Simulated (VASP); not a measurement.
# Al3GaIr (Pm-3m) in VASP: a series of runs

Runs on Al3GaIr. Level: PBE. Tasks: single point, relaxation of cell and atoms.

Program: VASP 6.6.1. These are calculated values, not measurements. Logs are shortened: lines on timing, memory, paths and dates and some standing lists are left out, and cuts for length are marked.

## (1) The cell of the first run

It takes space group Pm-3m (No. 221, cubic). Conventional cell: a = 4.590 Å, b = 4.590 Å, c = 4.590 Å, α = 90.00°, β = 90.00°, γ = 90.00°. Within 3.0 Å of Al (site symmetry 4/mmm) lie 2 Ga at 2.30 Å. Ga (site symmetry m-3m) has 6 Al at 2.30 Å within 3.0 Å. Ir (site symmetry m-3m) has 12 Al at 3.25 Å and 8 Ga at 3.98 Å within 4.3 Å.

## (2) Single point, PBE

File INCAR:

```
PREC = Accurate
ENCUT = 520
EDIFF = 1E-6
ISMEAR = 0
SIGMA = 0.1
LREAL = F
LASPH = T
NELM = 100
ALGO = Normal
ISIF = 2
LWAVE = F
LCHARG = T
GGA = PE
LELF = T
LVHAR = T
NBANDS = 24
```

File KPOINTS:

```
Automatic mesh
0
Gamma
  8 8 8
```

File POSCAR:

```
Al3GaIr
1.0
    4.5903822332      0.0000000000      0.0000000000
    0.0000000000      4.5903822332      0.0000000000
    0.0000000000      0.0000000000      4.5903822332
Al Ga Ir
3 1 1
Direct
    0.0000000000      0.5000000000      0.0000000000
    0.0000000000      0.0000000000      0.5000000000
    0.5000000000      0.0000000000      0.0000000000
    0.0000000000      0.0000000000      0.0000000000
    0.5000000000      0.5000000000      0.5000000000
```

Potentials or basis: VASP PAW PBE potentials, release 64 (Al, Ga_d, Ir).

The run is started by

```console
$ cat potpaw_PBE.64/Al/POTCAR potpaw_PBE.64/Ga_d/POTCAR potpaw_PBE.64/Ir/POTCAR > POTCAR
$ mpirun -np 1 vasp_std > vasp.out
```

OUTCAR:

```text
PREC = Accurate
   ENCUT = 520
   EDIFF = 1E-6
   ISMEAR = 0
   LREAL = F
   LASPH = T
   NELM = 100
   ISIF = 2
   GGA = PE

 ion  position               nearest neighbor table
   1  0.000  0.500  0.000-   4 2.30   4 2.30   2 3.25   5 3.25   2 3.25   5 3.25   2 3.25   3 3.25
                             3 3.25   2 3.25   3 3.25   5 3.25   5 3.25   3 3.25
   2  0.000  0.000  0.500-   4 2.30   4 2.30   1 3.25   5 3.25   1 3.25   3 3.25   3 3.25   1 3.25
                             5 3.25   1 3.25   3 3.25   5 3.25   3 3.25   5 3.25
   3  0.500  0.000  0.000-   4 2.30   4 2.30   1 3.25   5 3.25   2 3.25   5 3.25   1 3.25   5 3.25
                             5 3.25   1 3.25   2 3.25   2 3.25   2 3.25   1 3.25
   4  0.000  0.000  0.000-   1 2.30   2 2.30   3 2.30   2 2.30   1 2.30   3 2.30
   5  0.500  0.500  0.500-   1 3.25   2 3.25   3 3.25   1 3.25   3 3.25   2 3.25   3 3.25   3 3.25
                             1 3.25   2 3.25   1 3.25   2 3.25

  LATTYP: Found a simple cubic cell.
 ALAT       =     4.5903822332

  Lattice vectors:

 A1 = (   4.5903822332,   0.0000000000,   0.0000000000)
 A2 = (   0.0000000000,   4.5903822332,   0.0000000000)
 A3 = (   0.0000000000,   0.0000000000,   4.5903822332)

Analysis of symmetry for initial positions (statically):
=====================================================================
 Subroutine PRICEL returns:
 Original cell was already a primitive cell.

 Routine SETGRP: Setting up the symmetry group for a
 simple cubic supercell.

 Subroutine GETGRP returns: Found 48 space group operations
 (whereof 48 operations were pure point group operations)
 out of a pool of 48 trial point group operations.

The static configuration has the point symmetry O_h .

Analysis of symmetry for dynamics (positions and initial velocities):
=====================================================================
 Subroutine PRICEL returns:
 Original cell was already a primitive cell.

 Routine SETGRP: Setting up the symmetry group for a
 simple cubic supercell.

 Subroutine GETGRP returns: Found 48 space group operations
 (whereof 48 operations were pure point group operations)
 out of a pool of 48 trial point group operations.

The dynamic configuration has the point symmetry O_h .

 Subroutine INISYM returns: Found 48 space group operations
 (whereof 48 operations are pure point group operations),
 and found     1 'primitive' translations

----------------------------------------------------------------------------------------

                                     Primitive cell

  volume of cell :      96.7267

  direct lattice vectors                    reciprocal lattice vectors
     4.590382233  0.000000000  0.000000000     0.217846783  0.000000000  0.000000000
     0.000000000  4.590382233  0.000000000     0.000000000  0.217846783  0.000000000
     0.000000000  0.000000000  4.590382233     0.000000000  0.000000000  0.217846783

  length of vectors
     4.590382233  4.590382233  4.590382233     0.217846783  0.217846783  0.217846783

  position of ions in fractional coordinates (direct lattice)
     0.000000000  0.500000000  0.000000000
     0.000000000  0.000000000  0.500000000
     0.500000000  0.000000000  0.000000000
     0.000000000  0.000000000  0.000000000
     0.500000000  0.500000000  0.500000000

  ion indices of the primitive-cell ions
   primitive index   ion index
                 1           1
                 2           2
                 3           3
                 4           4
                 5           5

----------------------------------------------------------------------------------------

 KPOINTS: Automatic mesh

Automatic generation of k-mesh.
 Grid dimensions read from file:
 generate k-points for:    8    8    8

 Generating k-lattice:

  Cartesian coordinates                     Fractional coordinates (reciprocal lattice)
     0.027230848  0.000000000  0.000000000     0.125000000  0.000000000  0.000000000
     0.000000000  0.027230848  0.000000000     0.000000000  0.125000000  0.000000000
     0.000000000  0.000000000  0.027230848     0.000000000  0.000000000  0.125000000

  Length of vectors
     0.027230848  0.027230848  0.027230848

  Shift w.r.t. Gamma in fractional coordinates (k-lattice)
     0.000000000  0.000000000  0.000000000

 Subroutine IBZKPT returns following result:
 ===========================================

 Found     35 irreducible k-points:

 Following reciprocal coordinates:
            Coordinates               Weight
  0.000000  0.000000  0.000000      1.000000
  0.125000  0.000000  0.000000      6.000000
  0.250000  0.000000  0.000000      6.000000
  0.375000  0.000000  0.000000      6.000000
  0.500000  0.000000  0.000000      3.000000
  0.125000  0.125000  0.000000     12.000000
[... 16 lines left out ...]
  0.375000  0.375000  0.125000     24.000000
  0.500000  0.375000  0.125000     24.000000
 [... further k-points ...]
   k-points           NKPTS =     35   k-points in BZ     NKDIM =     35   number of bands    NBANDS=     24
   number of dos      NEDOS =    301   number of ions     NIONS =      5
   total plane-waves  NPLWV =  46656
   dimension x,y,z NGX =    36 NGY =   36 NGZ =   36
   dimension x,y,z NGXF=    72 NGYF=   72 NGZF=   72
   ions per type =               3   1   1
   NGX,Y,Z   is equivalent  to a cutoff of  13.04, 13.04, 13.04 a.u.
   NGXF,Y,Z  is equivalent  to a cutoff of  26.08, 26.08, 26.08 a.u.
 SYSTEM =  unknown system
   PREC   = accura    normal or accurate (medium, high low for compatibility)
   ISTART =      0    job   : 0-new  1-cont  2-samecut
   ICHARG =      2    charge: 1-file 2-atom 10-const
   ISPIN  =      1    spin polarized calculation?
   LNONCOLLINEAR =      F non collinear calculations
   LSORBIT =      F    spin-orbit coupling
   LASPH  =      T    aspherical Exc in radial PAW
   ENCUT  =  520.0 eV  38.22 Ry    6.18 a.u.   8.54  8.54  8.54*2*pi/ulx,y,z
   NELM   =    100;   NELMIN=  2; NELMDL= -5     # of ELM steps
   EDIFF  = 0.1E-05   stopping-criterion for ELM
   LREAL  =      F    real-space projection
[... 7 lines left out ...]
   TEBEG  =    0.0;   TEEND  =   0.0 temperature during run
   PSTRESS=    0.0 pullay stress
   NELECT =      31.0000    total number of electrons
   NUPDOWN=      -1.0000    fix difference up-down
   EMIN   =  10.00;   EMAX   =-10.00  energy-range for DOS
   EFERMI =   0.00;   METHOD = LEGACY
   ISMEAR =     0;   SIGMA  =   0.10  broadening in eV -4-tet -1-fermi 0-gaus
   EFERMI_NEDOS =   21; number of points for ismear=-14 and -15
   IALGO  =     38    algorithm
   IMIX   =      4    mixing-type and parameters
     AMIX     =   0.40;   BMIX     =  1.00
     AMIX_MAG =   1.60;   BMIX_MAG =  1.00
  volume/ion in A,a.u.               =      19.35       130.55
  Fermi-wavevector in a.u.,A,eV,Ry     =   1.120331  2.117120 17.077253  1.255143
  Thomas-Fermi vector in A             =   2.256977
   LORBIT       =      0    0 simple, 1 ext, 2 COOP (PROOUT), +10 PAW based schemes
   GGA     = PE    functional components
   LHFCALC =     F    Hartree Fock is set to
   AEXX    =    0.0000 exact exchange contribution
   IVDW    =     0    specifies the selected vdW correction
   LEPSILON=     F    determine dielectric tensor
   LRPA    =     F    only Hartree local field effects (RPA)
 non-spin polarized calculation
 Gauss-broadening in eV      SIGMA  =   0.10
  energy-cutoff  :      520.00
  volume of cell :       96.73
 maximum number of plane-waves:      2624
 NGX is ok and might be reduce to    36
   NGX = 17   NGY = 17   NGZ = 17

 number of electron      31.0000014 magnetization

 Free energy of the ion-electron system (eV)
  ---------------------------------------------------
  ext. energy  EPLUGINS =         0.00000000
  ---------------------------------------------------
  free energy    TOTEN  =       -18.36938049 eV

  energy without entropy =      -18.35560460  energy(sigma->0) =      -18.36249254

 E-fermi :   5.8917     XC(G=0): -10.2464

 val. band max:        5.8809717736   @ k =   0.3750   0.1250   0.0000
 cond. band min:       5.9231156043   @ k =   0.2500   0.1250   0.0000
 fundamental gap:      0.0421438307
 Fermi energy:         5.8917420461

 k-point     1 :       0.0000    0.0000    0.0000
  band No.  band energies     occupation
      1      -9.9683      2.00000
      2      -9.9683      2.00000
      3      -9.7861      2.00000
      4      -9.7861      2.00000
      5      -9.7861      2.00000
      6      -5.0488      2.00000
[... 16 lines left out ...]
     23       9.7041      0.00000
     24      11.6601      0.00000

 k-point     2 :       0.1250    0.0000    0.0000
  band No.  band energies     occupation
      1      -9.9682      2.00000
      2      -9.9652      2.00000
      3      -9.7864      2.00000
      4      -9.7864      2.00000
      5      -9.7860      2.00000
      6      -4.9640      2.00000
[... 16 lines left out ...]
     23       9.8123      0.00000
     24      11.6257      0.00000

 k-point     3 :       0.2500    0.0000    0.0000
  band No.  band energies     occupation
      1      -9.9679      2.00000
      2      -9.9576      2.00000
      3      -9.7872      2.00000
      4      -9.7872      2.00000
      5      -9.7859      2.00000
      6      -4.7278      2.00000
[... 16 lines left out ...]
     23      10.2733      0.00000
     24      11.5408      0.00000
[... 514 lines left out ...]
 k-point    23 :       0.3750    0.3750    0.1250
  band No.  band energies     occupation
      1      -9.9554      2.00000
      2      -9.9395      2.00000
      3      -9.7906      2.00000
      4      -9.7881      2.00000
      5      -9.7881      2.00000
      6      -3.7921      2.00000
[... 16 lines left out ...]
     23      10.5687      0.00000
     24      12.4447      0.00000

 k-point    24 :       0.5000    0.3750    0.1250
  band No.  band energies     occupation
      1      -9.9547      2.00000
      2      -9.9369      2.00000
      3      -9.7911      2.00000
      4      -9.7885      2.00000
      5      -9.7881      2.00000
      6      -3.6547      2.00000
[... 16 lines left out ...]
     23      11.4804      0.00000
     24      12.3660      0.00000

 [... further k-points ...]

------------------------ aborting loop because EDIFF is reached ----------------------------------------

  FORCE on cell =-STRESS in cart. coord.  units (eV):
  Direction    XX          YY          ZZ          XY          YZ          ZX
  --------------------------------------------------------------------------------------
  -------------------------------------------------------------------------------------
  Total       -0.0057172     -0.0057172     -0.0057172      0.0000000      0.0000000     -0.0000000
  in kB       -0.0946995     -0.0946995     -0.0946995      0.0000000      0.0000000     -0.0000000
  external PRESSURE =      -0.0946995 kB  Pullay stress =       0.0000000 kB

 VOLUME and BASIS-vectors are now :
 -----------------------------------------------------------------------------
  energy-cutoff  :      520.00
  volume of cell :       96.73
      direct lattice vectors                 reciprocal lattice vectors
     4.590382233  0.000000000  0.000000000     0.217846783  0.000000000  0.000000000
     0.000000000  4.590382233  0.000000000     0.000000000  0.217846783  0.000000000
     0.000000000  0.000000000  4.590382233     0.000000000  0.000000000  0.217846783

 POSITION                                       TOTAL-FORCE (eV/Angst)
 -----------------------------------------------------------------------------------
      0.00000      2.29519      0.00000         0.000000      0.000000      0.000000
      0.00000      0.00000      2.29519         0.000000      0.000000      0.000000
      2.29519      0.00000      0.00000         0.000000      0.000000      0.000000
      0.00000      0.00000      0.00000         0.000000      0.000000      0.000000
      2.29519      2.29519      2.29519         0.000000      0.000000      0.000000
 -----------------------------------------------------------------------------------
    total drift:                                0.000000      0.000000      0.000000

  FREE ENERGIE OF THE ION-ELECTRON SYSTEM (eV)
  ---------------------------------------------------
  free  energy   TOTEN  =       -18.3693804876 eV

  energy  without entropy=      -18.3556045968  energy(sigma->0) =      -18.36249254
```

Wall time 46 s (1 thread of Intel Xeon Platinum 8488C (Sapphire Rapids), shared host); peak memory 0.26 GiB.

What came out:

```yaml
Free_energy: -18.3694 eV
Pressure: 0.0 GPa
Band_gap_on_the_k_mesh: zero (an odd number of electrons rules out a gap without spin polarisation)
```

Caveat: spin-orbit coupling is left out, which moves the levels of the heavy elements.

## (3) Relaxation of cell and atoms, PBE

This run uses another cell than the first one, of 19.50 Å³/atom.

File INCAR:

```
SYSTEM = Al3GaIr
PREC = Accurate
ENCUT = 600
EDIFF = 1E-6
ISMEAR = 0
SIGMA = 0.1
LREAL = .False.
LASPH = .True.
NELM = 60
ALGO = Normal
ISIF = 3
LWAVE = .False.
LCHARG = .False.
GGA = PE
IBRION = 2
NSW = 100
EDIFFG = -0.01
```

File KPOINTS:

```
Automatic mesh
0
Gamma
  8 8 8
  0 0 0
```

Changes to POSCAR since step 2:

```diff
@@ -2,5 +2,5 @@
 1.0
-    4.5903822332      0.0000000000      0.0000000000
-    0.0000000000      4.5903822332      0.0000000000
-    0.0000000000      0.0000000000      4.5903822332
+    4.6027660741      0.0000000000      0.0000000000
+    0.0000000000      4.6027660741      0.0000000000
+    0.0000000000      0.0000000000      4.6027660741
 Al Ga Ir
```

Potentials or basis: VASP PAW PBE potentials, release 64 (Al, Ga_d, Ir).

The run is started by

```console
$ cat potpaw_PBE.64/Al/POTCAR potpaw_PBE.64/Ga_d/POTCAR potpaw_PBE.64/Ir/POTCAR > POTCAR
$ mpirun -np 1 vasp_std > vasp.out
```

It took 88 s on 1 thread of Intel Xeon Platinum 8488C (Sapphire Rapids), shared host; peak memory 0.29 GiB.

It converged, with:

```
Free energy                           : -18.3693 eV
Relaxed volume                        : 19.32 Å³/atom
Relaxed cell                          : a = 4.589 Å, b = 4.589 Å, c = 4.589 Å, α = 90.00°, β = 90.00°, γ = 90.00°
Space group after relaxing (to 0.1 Å) : Pm-3m (No. 221)
Energy gained by relaxing             : 0.3 meV/atom
Ionic steps                           : 2
Pressure after relaxing               : 0.1 GPa
Band gap on the k mesh                : zero (an odd number of electrons rules out a gap without spin polarisation)
```

The path:
```csv
step,energy change (eV),largest force (eV/Å),pressure (GPa),volume (Å³)
1,0.0000,0.0000,-0.52,97.51
2,-0.0013,0.0000,0.07,96.61
```

Final structure:
```
CELL_PARAMETERS angstrom
4.58859 0.00000 0.00000
0.00000 4.58859 0.00000
0.00000 0.00000 4.58859
ATOMIC_POSITIONS crystal
Al 0.00000 0.50000 0.00000
Al 0.00000 0.00000 0.50000
Al 0.50000 0.00000 0.00000
Ga 0.00000 0.00000 0.00000
Ir 0.50000 0.50000 0.50000
```

Levels at points of the mesh, in eV from the Fermi level:
```
           k point  band 12  band 13  band 14  band 15  band 16  band 17  band 18  band 19
(0.00, 0.00, 0.00)    -3.10    -1.20    -1.20    -1.20     0.51     0.51     3.57     3.57
(0.50, 0.00, 0.00)    -1.25    -1.12    -0.94    -0.57    -0.57    -0.26     0.41     0.41
(0.50, 0.50, 0.00)    -1.86    -1.86    -0.97    -0.80     1.07     1.56     1.56     3.07
(0.50, 0.50, 0.50)    -2.50    -1.64    -0.76    -0.76    -0.41    -0.41    -0.41     6.07
```

Caveat: spin-orbit coupling is left out, which moves the levels of the heavy elements.

The gap in the log of VASP goes by the Fermi energy; the results here count the filled bands.